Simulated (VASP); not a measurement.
# ZrGeIr: single point with PBEsol

ZrGeIr:

```
Zr Ge Ir
1.0
     7.65455    0.28399   -0.07218
     0.28399    7.22421   -0.09621
    -0.07218   -0.09621    7.26864
Zr Ge Ir
7 7 7
Direct
  0.47379 0.58814 0.54285
  0.91851 0.02149 0.11414
  0.83939 0.32920 0.76790
  0.96439 0.69805 0.56930
  0.26538 0.32213 0.90087
  0.25397 0.93415 0.69493
  0.14759 0.25799 0.48142
  0.55151 0.63215 0.87744
  0.63994 0.34374 0.06364
  0.04253 0.51867 0.18782
  0.74186 0.40828 0.43231
  0.42366 0.13919 0.28653
  0.22450 0.87017 0.27263
  0.62019 0.87300 0.24915
  0.16618 0.69562 0.89991
  0.81953 0.07527 0.39660
  0.87426 0.68065 0.93434
  0.56679 0.97428 0.91347
  0.37275 0.54137 0.17291
  0.50685 0.20428 0.66201
  0.85642 0.01289 0.74309
```

```yaml
Program: VASP 6.6.1
Task: single point
Functional: PBEsol
Potentials_or_basis: VASP PAW PBE potentials, release 64 (Zr_sv, Ge_d, Ir)
Cutoff: 410 eV
k_mesh: 1 × 1 × 1, shifted
Occupations: fermi-dirac, width 0.1939 eV
Spin: no spin polarisation
```

The pressure is 3.6 GPa. The largest force is 5.163 eV/Å. The band gap on the k mesh is zero (an odd number of electrons rules out a gap without spin polarisation).

Forces in eV/Å, atoms in the order of the input:
```
Zr  -2.328  0.527 -1.969
Zr   2.144 -0.033 -4.697
Zr   1.283  3.331  1.317
Zr  -0.173 -0.626 -1.299
Zr   0.403 -0.364 -0.017
Zr   0.179  1.025  0.063
Zr  -0.753  0.734 -1.259
Ge  -0.771  1.016  1.561
Ge  -0.153 -0.582  1.241
Ge  -0.517 -0.559  1.020
Ge   1.109 -0.122 -1.763
Ge   0.056  1.673  0.241
Ge  -0.067 -1.274  0.819
Ge   0.037 -2.522 -0.585
Ir   5.015  0.232 -0.664
Ir  -1.307  0.802  4.929
Ir  -4.893  0.186  0.522
Ir   0.663 -0.845  1.030
Ir   0.330  0.017  0.747
Ir  -0.435  0.735 -1.328
Ir   0.179 -3.350  0.090
```

Stress tensor (GPa, compression positive):
```
 2.14  1.67 -2.23
 1.67  3.37  0.46
-2.23  0.46  5.16
```

Levels at points of the mesh, in eV from the Fermi level:
| k point | band 121 | band 122 | band 123 | band 124 | band 125 | band 126 |
| --- | --- | --- | --- | --- | --- | --- |
| (0.25, 0.25, 0.25) | -0.24 | -0.10 | -0.07 | 0.11 | 0.28 | 0.39 |

It took 120 s on 1 thread of Intel(R) Xeon(R) Platinum 8488C (Sapphire Rapids), on a shared host, peak memory 0.36 GiB.

Caveat: the atoms stand as in a frame of molecular dynamics; the PAW data sets were made with another functional, which shifts forces and pressure a little; spin-orbit coupling is left out, which moves the levels of the heavy elements.
